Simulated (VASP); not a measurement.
# B2P5 (P-3m1) in VASP: notebook

B2P5 is run at these levels: PBE; tasks: single point.

Program: VASP 6.6.1. These are calculated values, not measurements. Logs are shortened: lines on timing, memory, paths and dates and some standing lists are left out, and cuts for length are marked.

### 1 The cell of the first run

The structure is trigonal, space group P-3m1 (No. 164). The conventional cell has a = 3.249 Å, b = 3.249 Å, c = 23.037 Å, α = 90.00°, β = 90.00°, γ = 120.00°. B (site symmetry 3m) has 4 P at 1.98 Å within 2.6 Å. B (site symmetry 3m) has 4 P at 1.97 to 1.98 Å within 2.6 Å. Within 3.0 Å of P (site symmetry 3m) lie 3 P at 2.25 Å. P (site symmetry 3m) has 3 P at 2.25 Å within 3.0 Å. P (site symmetry 3m) has 1 B at 1.98 Å and 3 P at 2.23 Å within 2.6 Å. P (site symmetry 3m) has 4 B at 1.97 to 1.98 Å within 2.6 Å. P (site symmetry 3m) has 3 B at 1.98 Å within 2.6 Å.

### 2 Single point, PBE

INCAR reads:

```
SYSTEM = B2P5
ALGO = Normal ; EDIFF = 1E-6
ENCUT = 520 ; GGA = PE
ISIF = 2 ; ISMEAR = 0
LASPH = .TRUE. ; LCHARG = .TRUE.
LELF = .TRUE. ; LREAL = .FALSE.
LVHAR = .TRUE. ; LWAVE = .FALSE.
NBANDS = 44 ; NELM = 80
PREC = Accurate ; SIGMA = 0.1
```

KPOINTS reads:

```
k-points
0
G
  12 12 2
  0 0 0
```

POSCAR reads:

```
B2P5
1.0
    3.2492702946      0.0000000000      0.0000000000
   -1.6246351473      2.8139506189      0.0000000000
    0.0000000000      0.0000000000     23.0371659892
B P
4 10
Direct
    0.3333333333      0.6666666667      0.1124034156
    0.0000000000      0.0000000000      0.2259953143
    0.6666666667      0.3333333333      0.8875965844
    0.0000000000      0.0000000000      0.7740046857
    0.0000000000      0.0000000000      0.3619170775
    0.3333333333      0.6666666667      0.4154716805
    0.0000000000      0.0000000000      0.6380829225
    0.6666666667      0.3333333333      0.5845283195
    0.3333333333      0.6666666667      0.0263286049
    0.0000000000      0.0000000000      0.1403721455
    0.6666666667      0.3333333333      0.2535143991
    0.6666666667      0.3333333333      0.9736713951
    0.0000000000      0.0000000000      0.8596278545
    0.3333333333      0.6666666667      0.7464856009
```

Potentials or basis: VASP PAW PBE potentials, release 64 (B, P).

The run is started by

```bash
$ cat potpaw_PBE.64/B/POTCAR potpaw_PBE.64/P/POTCAR > POTCAR
$ mpirun -np 1 vasp_std > vasp.out
```

OUTCAR:

```text
SYSTEM = B2P5
   EDIFF = 1E-6
   ENCUT = 520
   GGA = PE
   ISIF = 2
   ISMEAR = 0
   LASPH = .TRUE.
   LREAL = .FALSE.
   NELM = 80
   PREC = Accurate

 ion  position               nearest neighbor table
   1  0.333  0.667  0.112-   9 1.98  10 1.98  10 1.98  10 1.98
   2  0.000  0.000  0.226-  10 1.97  11 1.98  11 1.98  11 1.98
   3  0.667  0.333  0.888-  12 1.98  13 1.98  13 1.98  13 1.98
   4  0.000  0.000  0.774-  13 1.97  14 1.98  14 1.98  14 1.98
   5  0.000  0.000  0.362-   6 2.25   6 2.25   6 2.25
   6  0.333  0.667  0.415-   5 2.25   5 2.25   5 2.25
   7  0.000  0.000  0.638-   8 2.25   8 2.25   8 2.25
   8  0.667  0.333  0.585-   7 2.25   7 2.25   7 2.25
   9  0.333  0.667  0.026-   1 1.98  12 2.23  12 2.23  12 2.23
  10  0.000  0.000  0.140-   2 1.97   1 1.98   1 1.98   1 1.98
  11  0.667  0.333  0.254-   2 1.98   2 1.98   2 1.98
  12  0.667  0.333  0.974-   3 1.98   9 2.23   9 2.23   9 2.23
  13  0.000  0.000  0.860-   4 1.97   3 1.98   3 1.98   3 1.98
  14  0.333  0.667  0.746-   4 1.98   4 1.98   4 1.98

  LATTYP: Found a hexagonal cell.
 ALAT       =     3.2492702946
 C/A-ratio  =     7.0899506352

  Lattice vectors:

 A1 = (   3.2492702946,   0.0000000000,   0.0000000000)
 A2 = (  -1.6246351473,   2.8139506189,   0.0000000000)
 A3 = (   0.0000000000,   0.0000000000,  23.0371659892)

Analysis of symmetry for initial positions (statically):
=====================================================================
 Subroutine PRICEL returns:
 Original cell was already a primitive cell.

 Routine SETGRP: Setting up the symmetry group for a
 hexagonal supercell.

 Subroutine GETGRP returns: Found 12 space group operations
 (whereof 12 operations were pure point group operations)
 out of a pool of 24 trial point group operations.

The static configuration has the point symmetry D_3d.

Analysis of symmetry for dynamics (positions and initial velocities):
=====================================================================
 Subroutine PRICEL returns:
 Original cell was already a primitive cell.

 Routine SETGRP: Setting up the symmetry group for a
 hexagonal supercell.

 Subroutine GETGRP returns: Found 12 space group operations
 (whereof 12 operations were pure point group operations)
 out of a pool of 24 trial point group operations.

The dynamic configuration has the point symmetry D_3d.
[... 135 lines left out ...]
   NUPDOWN=      -1.0000    fix difference up-down
   EMIN   =  10.00;   EMAX   =-10.00  energy-range for DOS
   EFERMI =   0.00;   METHOD = LEGACY
   ISMEAR =     0;   SIGMA  =   0.10  broadening in eV -4-tet -1-fermi 0-gaus
   EFERMI_NEDOS =   21; number of points for ismear=-14 and -15
   IALGO  =     38    algorithm
   IMIX   =      4    mixing-type and parameters
     AMIX     =   0.40;   BMIX     =  1.00
     AMIX_MAG =   1.60;   BMIX_MAG =  1.00
  volume/ion in A,a.u.               =      15.05       101.53
  Fermi-wavevector in a.u.,A,eV,Ry     =   1.089001  2.057913 16.135464  1.185923
  Thomas-Fermi vector in A             =   2.225195
   LORBIT       =      0    0 simple, 1 ext, 2 COOP (PROOUT), +10 PAW based schemes
   GGA     = PE    functional components
   LHFCALC =     F    Hartree Fock is set to
   AEXX    =    0.0000 exact exchange contribution
   IVDW    =     0    specifies the selected vdW correction
   LEPSILON=     F    determine dielectric tensor
   LRPA    =     F    only Hartree local field effects (RPA)
 non-spin polarized calculation
 Gauss-broadening in eV      SIGMA  =   0.10
  energy-cutoff  :      520.00
  volume of cell :      210.64
 maximum number of plane-waves:      5748
   NGX = 13   NGY = 13   NGZ = 85

 number of electron      61.9999993 magnetization

 Free energy of the ion-electron system (eV)
  ---------------------------------------------------
  ext. energy  EPLUGINS =         0.00000000
  ---------------------------------------------------
  free energy    TOTEN  =       -81.11483068 eV

  energy without entropy =      -81.09887149  energy(sigma->0) =      -81.10685109

 E-fermi :   6.8726     XC(G=0): -10.2307

 val. band max:        6.8715624509   @ k =   0.1667   0.1667   0.0000
 cond. band min:       6.8850390131   @ k =   0.2500   0.0000   0.5000
 fundamental gap:      0.0134765622
 Fermi energy:         6.8726277175

 k-point     1 :       0.0000    0.0000    0.0000
  band No.  band energies     occupation
      1     -10.1992      2.00000
      2      -8.5708      2.00000
      3      -8.5634      2.00000
      4      -8.2853      2.00000
      5      -7.9609      2.00000
      6      -6.4003      2.00000
[... 1093 lines left out ...]
     42      10.4427      0.00000
     43      10.4689      0.00000

 [... further k-points ...]

 [bands above 43 left out]

------------------------ aborting loop because EDIFF is reached ----------------------------------------

  FORCE on cell =-STRESS in cart. coord.  units (eV):
  Direction    XX          YY          ZZ          XY          YZ          ZX
  --------------------------------------------------------------------------------------
  -------------------------------------------------------------------------------------
  Total       -0.3802577     -0.3802577     -0.2842710      0.0000000      0.0000000      0.0000000
  in kB       -2.8923924     -2.8923924     -2.1622795      0.0000000      0.0000000      0.0000000
  external PRESSURE =      -2.6490214 kB  Pullay stress =       0.0000000 kB

 VOLUME and BASIS-vectors are now :
 -----------------------------------------------------------------------------
  energy-cutoff  :      520.00
  volume of cell :      210.64
      direct lattice vectors                 reciprocal lattice vectors
     3.249270295  0.000000000  0.000000000     0.307761408  0.177686132  0.000000000
    -1.624635147  2.813950619  0.000000000     0.000000000  0.355372263  0.000000000
     0.000000000  0.000000000 23.037165989     0.000000000  0.000000000  0.043408117

 POSITION                                       TOTAL-FORCE (eV/Angst)
 -----------------------------------------------------------------------------------
     -0.00000      1.87597      2.58946        -0.000000     -0.000000      0.005066
      0.00000      0.00000      5.20629        -0.000000     -0.000000      0.003064
      1.62464      0.93798     20.44771         0.000000     -0.000000     -0.005066
      0.00000      0.00000     17.83087        -0.000000     -0.000000     -0.003064
      0.00000      0.00000      8.33754        -0.000000      0.000000      0.086415
     -0.00000      1.87597      9.57129         0.000000     -0.000000     -0.078507
      0.00000      0.00000     14.69962         0.000000     -0.000000     -0.086415
      1.62464      0.93798     13.46588         0.000000      0.000000      0.078507
     -0.00000      1.87597      0.60654        -0.000000     -0.000000     -0.032691
      0.00000      0.00000      3.23378         0.000000     -0.000000     -0.000068
      1.62464      0.93798      5.84025        -0.000000     -0.000000     -0.018123
      1.62464      0.93798     22.43063        -0.000000     -0.000000      0.032691
      0.00000      0.00000     19.80339        -0.000000      0.000000      0.000068
     -0.00000      1.87597     17.19691         0.000000     -0.000000      0.018123
 -----------------------------------------------------------------------------------
    total drift:                                0.000000      0.000000      0.000000

  FREE ENERGIE OF THE ION-ELECTRON SYSTEM (eV)
  ---------------------------------------------------
  free  energy   TOTEN  =       -81.1148306778 eV

  energy  without entropy=      -81.0988714933  energy(sigma->0) =      -81.10685109
```

It took 13 min on 1 thread of AMD EPYC 7R13, shared host; peak memory 0.43 GiB.

What came out:

| Item | Value |
| --- | --- |
| Free energy | -81.1148 eV |
| Pressure | -0.3 GPa |
| Largest force | 0.086 eV/Å |
| Band gap on the k mesh | zero (band 31 reaches 8.42 eV, above the bottom of band 32 at 6.29 eV) |

Forces in eV/Å, atoms in the order of the input:
```
B    0.000  0.000  0.005
B    0.000  0.000  0.003
B    0.000  0.000 -0.005
B    0.000  0.000 -0.003
P    0.000  0.000  0.086
P    0.000  0.000 -0.079
P    0.000  0.000 -0.086
P    0.000  0.000  0.079
P    0.000  0.000 -0.033
P    0.000  0.000  0.000
P    0.000  0.000 -0.018
P    0.000  0.000  0.033
P    0.000  0.000  0.000
P    0.000  0.000  0.018
```

Caveat: this functional lacks dispersion, which binds the layers, so the pressure and a relaxed spacing across them are unreliable.

### 3 Single point, PBE

This run uses another cell than the first one, of 15.77 Å³/atom, 1.048 times its volume.

INCAR reads:

```
SYSTEM = B2P5
ALGO = Normal
EDIFF = 1E-6
ENCUT = 520
GGA = PE
ISIF = 2
ISMEAR = 0
LASPH = .TRUE.
LCHARG = .FALSE.
LREAL = .FALSE.
LWAVE = .FALSE.
NBANDS = 44
NELM = 60
PREC = Accurate
SIGMA = 0.1
```

KPOINTS is that of step 2.

POSCAR reads:

```
B2P5
1.0
    3.2841595112      0.0000000000      0.0000000000
   -1.6420797556      2.8441655668      0.0000000000
    0.0000000000      0.0000000000     23.6414000003
B P
4 10
Direct
    0.0000000000      0.0000000000      0.1918498987
    0.3333333333      0.6666666667      0.4079507378
    0.0000000000      0.0000000000      0.8081501013
    0.6666666667      0.3333333333      0.5920492622
    0.0000000000      0.0000000000      0.2758198948
    0.6666666667      0.3333333333      0.1675221481
    0.6666666667      0.3333333333      0.4323153498
    0.3333333333      0.6666666667      0.3243151125
    0.0000000000      0.0000000000      0.7241801052
    0.3333333333      0.6666666667      0.8324778519
    0.3333333333      0.6666666667      0.5676846502
    0.6666666667      0.3333333333      0.6756848875
    0.3333333333      0.6666666667      0.0261734526
    0.6666666667      0.3333333333      0.9738265474
```

Potentials or basis: VASP PAW PBE potentials, release 64 (B, P).

The run is started by

```bash
$ cat potpaw_PBE.64/B/POTCAR potpaw_PBE.64/P/POTCAR > POTCAR
$ mpirun -np 1 vasp_std > vasp.out
```

OUTCAR:

```text
SYSTEM = B2P5
   EDIFF = 1E-6
   ENCUT = 520
   GGA = PE
   ISIF = 2
   ISMEAR = 0
   LASPH = .TRUE.
   LREAL = .FALSE.
   NELM = 60
   PREC = Accurate

 ion  position               nearest neighbor table
   1  0.000  0.000  0.192-   6 1.98   6 1.98   6 1.98   5 1.99
   2  0.333  0.667  0.408-   8 1.98   7 1.98   7 1.98   7 1.98
   3  0.000  0.000  0.808-  10 1.98  10 1.98  10 1.98   9 1.99
   4  0.667  0.333  0.592-  12 1.98  11 1.98  11 1.98  11 1.98
   5  0.000  0.000  0.276-   1 1.99   8 2.22   8 2.22   8 2.22
   6  0.667  0.333  0.168-   1 1.98   1 1.98   1 1.98
   7  0.667  0.333  0.432-   2 1.98   2 1.98   2 1.98
   8  0.333  0.667  0.324-   2 1.98   5 2.22   5 2.22   5 2.22
   9  0.000  0.000  0.724-   3 1.99  12 2.22  12 2.22  12 2.22
  10  0.333  0.667  0.832-   3 1.98   3 1.98   3 1.98
  11  0.333  0.667  0.568-   4 1.98   4 1.98   4 1.98
  12  0.667  0.333  0.676-   4 1.98   9 2.22   9 2.22   9 2.22
  13  0.333  0.667  0.026-  14 2.26  14 2.26  14 2.26
  14  0.667  0.333  0.974-  13 2.26  13 2.26  13 2.26

  LATTYP: Found a hexagonal cell.
 ALAT       =     3.2841595112
 C/A-ratio  =     7.1986150245

  Lattice vectors:

 A1 = (   3.2841595112,   0.0000000000,   0.0000000000)
 A2 = (  -1.6420797556,   2.8441655668,   0.0000000000)
 A3 = (   0.0000000000,   0.0000000000,  23.6414000003)

Analysis of symmetry for initial positions (statically):
=====================================================================
 Subroutine PRICEL returns:
 Original cell was already a primitive cell.

 Routine SETGRP: Setting up the symmetry group for a
 hexagonal supercell.

 Subroutine GETGRP returns: Found 12 space group operations
 (whereof 12 operations were pure point group operations)
 out of a pool of 24 trial point group operations.

The static configuration has the point symmetry D_3d.

Analysis of symmetry for dynamics (positions and initial velocities):
[... 169 lines left out ...]
  volume of cell :      220.83
 maximum number of plane-waves:      6006
   NGX = 13   NGY = 13   NGZ = 87

 number of electron      61.9999985 magnetization

 Free energy of the ion-electron system (eV)
  ---------------------------------------------------
  ext. energy  EPLUGINS =         0.00000000
  ---------------------------------------------------
  free energy    TOTEN  =       -79.98193501 eV

  energy without entropy =      -79.97748253  energy(sigma->0) =      -79.97970877

 E-fermi :   6.4973     XC(G=0):  -9.9992

 val. band max:        6.4020264230   @ k =   0.4167  -0.0000   0.0000
 cond. band min:       6.5319152542   @ k =   0.0833   0.0833   0.0000
 fundamental gap:      0.1298888312
 Fermi energy:         6.4972852871

 k-point     1 :       0.0000    0.0000    0.0000
  band No.  band energies     occupation
      1     -10.6585      2.00000
      2     -10.6569      2.00000
      3      -8.7525      2.00000
      4      -7.7250      2.00000
      5      -7.6409      2.00000
      6      -7.0527      2.00000
[... 1093 lines left out ...]
     42       9.3802      0.00000
     43       9.7209      0.00000

 [... further k-points ...]

 [bands above 43 left out]

------------------------ aborting loop because EDIFF is reached ----------------------------------------

  FORCE on cell =-STRESS in cart. coord.  units (eV):
  Direction    XX          YY          ZZ          XY          YZ          ZX
  --------------------------------------------------------------------------------------
  -------------------------------------------------------------------------------------
  Total       -0.3724996     -0.3724996     -0.2774674      0.0000000      0.0000000     -0.0000000
  in kB       -2.7026141     -2.7026141     -2.0131227      0.0000000      0.0000000     -0.0000000
  external PRESSURE =      -2.4727836 kB  Pullay stress =       0.0000000 kB

 VOLUME and BASIS-vectors are now :
 -----------------------------------------------------------------------------
  energy-cutoff  :      520.00
  volume of cell :      220.83
      direct lattice vectors                 reciprocal lattice vectors
     3.284159511  0.000000000  0.000000000     0.304491909  0.175798486  0.000000000
    -1.642079756  2.844165567  0.000000000     0.000000000  0.351596972  0.000000000
     0.000000000  0.000000000 23.641400000     0.000000000  0.000000000  0.042298679

 POSITION                                       TOTAL-FORCE (eV/Angst)
 -----------------------------------------------------------------------------------
      0.00000      0.00000      4.53560        -0.000000     -0.000000     -0.000540
     -0.00000      1.89611      9.64453         0.000000     -0.000000     -0.001353
      0.00000      0.00000     19.10580         0.000000     -0.000000      0.000540
      1.64208      0.94806     13.99687         0.000000     -0.000000      0.001353
      0.00000      0.00000      6.52077         0.000000      0.000000      0.042469
      1.64208      0.94806      3.96046         0.000000     -0.000000      0.009244
      1.64208      0.94806     10.22054        -0.000000      0.000000     -0.009957
     -0.00000      1.89611      7.66726         0.000000     -0.000000     -0.039100
      0.00000      0.00000     17.12063        -0.000000     -0.000000     -0.042469
     -0.00000      1.89611     19.68094        -0.000000      0.000000     -0.009244
     -0.00000      1.89611     13.42086        -0.000000      0.000000      0.009957
      1.64208      0.94806     15.97414         0.000000      0.000000      0.039100
     -0.00000      1.89611      0.61878        -0.000000     -0.000000     -0.090331
      1.64208      0.94806     23.02262        -0.000000      0.000000      0.090331
 -----------------------------------------------------------------------------------
    total drift:                                0.000000     -0.000000      0.000000

  FREE ENERGIE OF THE ION-ELECTRON SYSTEM (eV)
  ---------------------------------------------------
  free  energy   TOTEN  =       -79.9819350098 eV

  energy  without entropy=      -79.9774825287  energy(sigma->0) =      -79.97970877
```

It took 14 min on 1 thread of AMD EPYC 7R13, shared host; peak memory 0.44 GiB.

What came out:

```yaml
Free_energy: -79.9819 eV
Pressure: -0.2 GPa
Largest_force: 0.090 eV/Å
Band_gap_on_the_k_mesh: zero (band 31 reaches 7.31 eV, above the bottom of band 32 at 6.24 eV)
```

Forces in eV/Å, atoms in the order of the input:
```
B    0.000  0.000 -0.001
B    0.000  0.000 -0.001
B    0.000  0.000  0.001
B    0.000  0.000  0.001
P    0.000  0.000  0.042
P    0.000  0.000  0.009
P    0.000  0.000 -0.010
P    0.000  0.000 -0.039
P    0.000  0.000 -0.042
P    0.000  0.000 -0.009
P    0.000  0.000  0.010
P    0.000  0.000  0.039
P    0.000  0.000 -0.090
P    0.000  0.000  0.090
```

Caveat: this functional lacks dispersion, which binds the layers, so the pressure and a relaxed spacing across them are unreliable.
